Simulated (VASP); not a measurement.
# K2TaO3 (P6/mmm) in VASP: single point with PBE

Aim: the single point of K2TaO3 with PBE.

Program: VASP 6.6.1. These are calculated values, not measurements. Logs are shortened: lines on timing, memory, paths and dates and some standing lists are left out, and cuts for length are marked.

## 1. The cell of the first run

Symmetry: P6/mmm, No. 191, hexagonal system. Conventional cell: a = 6.281 Å, b = 6.281 Å, c = 3.463 Å, α = 90.00°, β = 90.00°, γ = 120.00°. Within 3.3 Å of K (site symmetry -6m2) lie 6 O at 2.51 Å. Ta (site symmetry 6/mmm) has 2 Ta at 3.46 Å and 12 O at 3.59 Å and 6 K at 3.63 Å within 4.6 Å. O (site symmetry mmm) has 4 K at 2.51 Å and 4 O at 3.14 Å within 3.3 Å.

The cell was built from a structure type or drawn by symmetry, and may not be a known phase.

## 2. Single point, PBE, collinear spin, ferrimagnetic start

INCAR

```
  ALGO = Normal
  EDIFF = 1E-6
  ENCUT = 520
  GGA = PE
  ISIF = 2
  ISMEAR = 0
  ISPIN = 2
  LASPH = True
  LCHARG = True
  LELF = True
  LMAXMIX = 4
  LORBIT = 11
  LREAL = False
  LVHAR = True
  LWAVE = False
  MAGMOM = 0 0 2.12 -0.98 -0.98 -0.98
  NBANDS = 36
  NELM = 150
  PREC = Accurate
  SIGMA = 0.1
```

KPOINTS

```
k-points
0
Gamma
  6 6 12
```

POSCAR

```
K2TaO3
1.0
    6.2812234204      0.0000000000      0.0000000000
   -3.1406117102      5.4396990490      0.0000000000
    0.0000000000      0.0000000000      3.4631674176
K Ta O
2 1 3
Direct
    0.3333333333      0.6666666667      0.0000000000
    0.6666666667      0.3333333333      0.0000000000
    0.0000000000      0.0000000000      0.0000000000
    0.5000000000      0.0000000000      0.5000000000
    0.0000000000      0.5000000000      0.5000000000
    0.5000000000      0.5000000000      0.5000000000
```

Potentials or basis: VASP PAW PBE potentials, release 64 (K_sv, Ta_pv, O).

Started as:

```console
> cat potpaw_PBE.64/K_sv/POTCAR potpaw_PBE.64/Ta_pv/POTCAR potpaw_PBE.64/O/POTCAR > POTCAR
> mpirun -np 1 vasp_std > vasp.out
```

OUTCAR:

```text
EDIFF = 1E-6
   ENCUT = 520
   GGA = PE
   ISIF = 2
   ISMEAR = 0
   ISPIN = 2
   LASPH = True
   LORBIT = 11
   LREAL = False
   NELM = 150
   PREC = Accurate

 ion  position               nearest neighbor table
   1  0.333  0.667  0.000-   5 2.51   5 2.51   4 2.51   4 2.51   6 2.51   6 2.51   3 3.63   2 3.63
                             2 3.63   3 3.63   3 3.63   2 3.63
   2  0.667  0.333  0.000-   5 2.51   5 2.51   4 2.51   4 2.51   6 2.51   6 2.51   1 3.63   3 3.63
                             1 3.63   3 3.63   3 3.63   1 3.63
   3  0.000  0.000  0.000-   1 3.63   2 3.63   2 3.63   1 3.63   2 3.63   1 3.63
   4  0.500  0.000  0.500-   1 2.51   2 2.51   1 2.51   2 2.51
   5  0.000  0.500  0.500-   1 2.51   2 2.51   1 2.51   2 2.51
   6  0.500  0.500  0.500-   1 2.51   2 2.51   1 2.51   2 2.51

  LATTYP: Found a hexagonal cell.
 ALAT       =     6.2812234204
 C/A-ratio  =     0.5513523697

  Lattice vectors:

 A1 = (   6.2812234204,   0.0000000000,   0.0000000000)
 A2 = (  -3.1406117102,   5.4396990490,   0.0000000000)
 A3 = (   0.0000000000,   0.0000000000,   3.4631674176)

Analysis of symmetry for initial positions (statically):
=====================================================================
 Subroutine PRICEL returns:
 Original cell was already a primitive cell.

 Routine SETGRP: Setting up the symmetry group for a
 hexagonal supercell.

 Subroutine GETGRP returns: Found 24 space group operations
 (whereof 24 operations were pure point group operations)
 out of a pool of 24 trial point group operations.

The static configuration has the point symmetry D_6h.

Analysis of symmetry for dynamics (positions and initial velocities):
=====================================================================
 Subroutine PRICEL returns:
 Original cell was already a primitive cell.

 Routine SETGRP: Setting up the symmetry group for a
 hexagonal supercell.

 Subroutine GETGRP returns: Found 24 space group operations
 (whereof 24 operations were pure point group operations)
 out of a pool of 24 trial point group operations.

The dynamic configuration has the point symmetry D_6h.

Analysis of structural, dynamic, and magnetic symmetry:
=====================================================================
 Subroutine PRICEL returns:
 Original cell was already a primitive cell.

 Routine SETGRP: Setting up the symmetry group for a
 hexagonal supercell.

 Subroutine GETGRP returns: Found 24 space group operations
 (whereof 24 operations were pure point group operations)
 out of a pool of 24 trial point group operations.

The overall configuration has the point symmetry D_6h.
[... 147 lines left out ...]

 number of electron      46.9999986 magnetization      -0.0001953

 Free energy of the ion-electron system (eV)
  ---------------------------------------------------
  ext. energy  EPLUGINS =         0.00000000
  ---------------------------------------------------
  free energy    TOTEN  =       -22.84047939 eV

  energy without entropy =      -22.77872210  energy(sigma->0) =      -22.80960075

 E-fermi :  -0.2582     XC(G=0):  -9.2321

 val. band max:       -0.2589076328   @ k =   0.0000   0.0000   0.0000
 cond. band min:      -0.2577410899   @ k =   0.3333   0.1667   0.1667
 fundamental gap:      0.0011665429
 Fermi energy:        -0.2581882041

 spin component 1

 k-point     1 :       0.0000    0.0000    0.0000
  band No.  band energies     occupation
      1     -36.7651      1.00000
      2     -36.7651      1.00000
      3     -36.2894      1.00000
      4     -26.8656      1.00000
      5     -26.7678      1.00000
      6     -15.8087      1.00000
[... 901 lines left out ...]
     34      10.0445      0.00000
     35      10.0850      0.00000

 [... further k-points ...]

 spin component 2

 k-point     1 :       0.0000    0.0000    0.0000
  band No.  band energies     occupation
      1     -36.7651      1.00000
      2     -36.7651      1.00000
      3     -36.2896      1.00000
      4     -26.8656      1.00000
      5     -26.7678      1.00000
      6     -15.8088      1.00000
[... 901 lines left out ...]
     34      10.0444      0.00000
     35      10.0850      0.00000

 [... further k-points ...]

 [bands above 35 left out]

------------------------ aborting loop because EDIFF is reached ----------------------------------------

  FORCE on cell =-STRESS in cart. coord.  units (eV):
  Direction    XX          YY          ZZ          XY          YZ          ZX
  --------------------------------------------------------------------------------------
  -------------------------------------------------------------------------------------
  Total       -1.1472506     -1.1472506     -3.7503155      0.0000000     -0.0000000      0.0000000
  in kB      -15.5337490    -15.5337490    -50.7791914      0.0000000     -0.0000000      0.0000000
  external PRESSURE =     -27.2822298 kB  Pullay stress =       0.0000000 kB

 VOLUME and BASIS-vectors are now :
 -----------------------------------------------------------------------------
  energy-cutoff  :      520.00
  volume of cell :      118.33
      direct lattice vectors                 reciprocal lattice vectors
     6.281223420  0.000000000  0.000000000     0.159204654  0.091916850  0.000000000
    -3.140611710  5.439699049  0.000000000     0.000000000  0.183833699  0.000000000
     0.000000000  0.000000000  3.463167418     0.000000000  0.000000000  0.288753005

 POSITION                                       TOTAL-FORCE (eV/Angst)
 -----------------------------------------------------------------------------------
     -0.00000      3.62647      0.00000        -0.000000     -0.000000      0.000000
      3.14061      1.81323      0.00000         0.000000      0.000000      0.000000
      0.00000      0.00000      0.00000         0.000000      0.000000      0.000000
      3.14061      0.00000      1.73158         0.000000      0.000000      0.000000
     -1.57031      2.71985      1.73158         0.000000      0.000000      0.000000
      1.57031      2.71985      1.73158         0.000000      0.000000      0.000000
 -----------------------------------------------------------------------------------
    total drift:                               -0.000000      0.000000     -0.000000

  FREE ENERGIE OF THE ION-ELECTRON SYSTEM (eV)
  ---------------------------------------------------
  free  energy   TOTEN  =       -22.8404793911 eV

  energy  without entropy=      -22.7787220997  energy(sigma->0) =      -22.80960075

 total charge

# of ion       s       p       d       tot
------------------------------------------
    1        1.976   5.613   0.077   7.667
    2        1.976   5.613   0.077   7.667
    3        0.313   5.955   1.975   8.243
    4        1.599   3.171   0.000   4.770
    5        1.599   3.171   0.000   4.770
    6        1.599   3.171   0.000   4.770
--------------------------------------------------
tot          9.061  26.696   2.129  37.887

 magnetization (x)

# of ion       s       p       d       tot
------------------------------------------
    1        0.000  -0.000  -0.000  -0.000
    2        0.000  -0.000  -0.000  -0.000
    3        0.000  -0.000   0.000   0.000
    4        0.000  -0.000   0.000  -0.000
    5        0.000  -0.000   0.000  -0.000
    6        0.000  -0.000   0.000  -0.000
--------------------------------------------------
tot          0.000  -0.001   0.000  -0.000
```

Wall time 7.2 min (1 thread of Intel Xeon Platinum 8488C (Sapphire Rapids), shared host); peak memory 0.51 GiB.

What came out:

- Free energy: -22.8405 eV
- Pressure: -2.7 GPa
- Net moment: 0.00 μB per cell
- Valence electrons inside the program's atomic spheres: K 7.67; Ta 8.24; O 4.77

Levels at points of the mesh, in eV from the Fermi level:
Spin up:
| k point | band 21 | band 22 | band 23 | band 24 | band 25 | band 26 |
| --- | --- | --- | --- | --- | --- | --- |
| (0.00, 0.00, 0.00) | -0.42 | -0.30 | -0.04 | -0.04 | 0.00 | 0.17 |
| (0.50, 0.00, 0.00) | -0.54 | -0.35 | -0.25 | -0.08 | 0.14 | 0.62 |
| (0.00, 0.00, 0.50) | -0.23 | -0.23 | -0.17 | 0.41 | 0.41 | 0.57 |
| (0.50, 0.00, 0.50) | -0.51 | -0.29 | -0.29 | -0.12 | -0.06 | 0.12 |
Spin down:
```tsv
k point	band 21	band 22	band 23	band 24	band 25	band 26
(0.00, 0.00, 0.00)	-0.42	-0.30	-0.04	-0.04	0.00	0.17
(0.50, 0.00, 0.00)	-0.54	-0.35	-0.25	-0.08	0.14	0.62
(0.00, 0.00, 0.50)	-0.23	-0.23	-0.17	0.41	0.41	0.57
(0.50, 0.00, 0.50)	-0.51	-0.29	-0.29	-0.12	-0.06	0.12
```

Caveat: spin-orbit coupling is left out, which moves the levels of the heavy elements.
